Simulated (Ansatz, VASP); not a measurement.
One calculation of Al, two programs

```xyz
1
Lattice="0.0000 2.1328 1.8276 2.1328 0.0000 1.8276 2.1328 2.1328 0.0000" Properties=species:S:1:pos:R:3 pbc="T T T"
Al    0.0000    0.0000    0.0000
```

Alike in both runs: task single point; functional PBE; dispersion D3(BJ); k mesh 22 × 22 × 22; occupations gaussian, width 0.15 eV; no spin polarisation.

|  | VASP | Ansatz |
| --- | --- | --- |
| version | VASP 6.6.1 | Ansatz 0.2.0 |
| potentials or method | VASP PAW PBE potentials, release 64 (Al), cutoff 520 eV | scalar-relativistic, plane waves, PAW |
| valence electrons in the cell | 3 | 3 |

VASP gave:

| Property | Result |
| --- | --- |
| gap on the k mesh at the Fermi level (eV) | none |
| pressure (GPa) | -2.9 |
| traceless stress, the component that is largest in VASP (GPa) | 4.68 |

Problem. What did Ansatz give for the same quantities?

Solution. gap on the k mesh at the Fermi level (eV): none; pressure (GPa): -2.9; traceless stress, the component that is largest in VASP (GPa): 4.66.

A gap of «none» marks a metal or a gap that the smearing closes.
